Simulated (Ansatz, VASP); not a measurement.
## BeS in VASP and in Ansatz

```
CELL_PARAMETERS angstrom
0.00000 2.55469 2.55469
2.33644 0.00000 2.55469
2.33644 2.55469 0.00000
ATOMIC_POSITIONS crystal
Be 0.00000 0.00000 0.00000
S 0.75000 0.75000 0.75000
```

Alike in both runs: task single point; functional PBE; k mesh 8 × 8 × 8; occupations gaussian, width 0.02 eV; no spin polarisation.

|  | VASP | Ansatz |
| --- | --- | --- |
| version | VASP 6.6.1 | Ansatz 0.2.0 |
| potentials or method | VASP PAW PBE potentials, release 64 (Be, S), cutoff 600 eV | scalar-relativistic, plane waves, PAW |
| valence electrons in the cell | 8 | 8 |

|  | VASP | Ansatz | Ansatz less VASP |
| --- | --- | --- | --- |
| gap on the k mesh at the Fermi level (eV) | 2.63 | 2.62 | -0.002 |
| least direct gap on the mesh (eV) | 5.04 | 5.04 | -0.001 |
| pressure (GPa) | -4.4 | -4.4 | -0.04 |
| traceless stress, the component that is largest in VASP (GPa) | 4.77 | 4.79 | +0.017 |
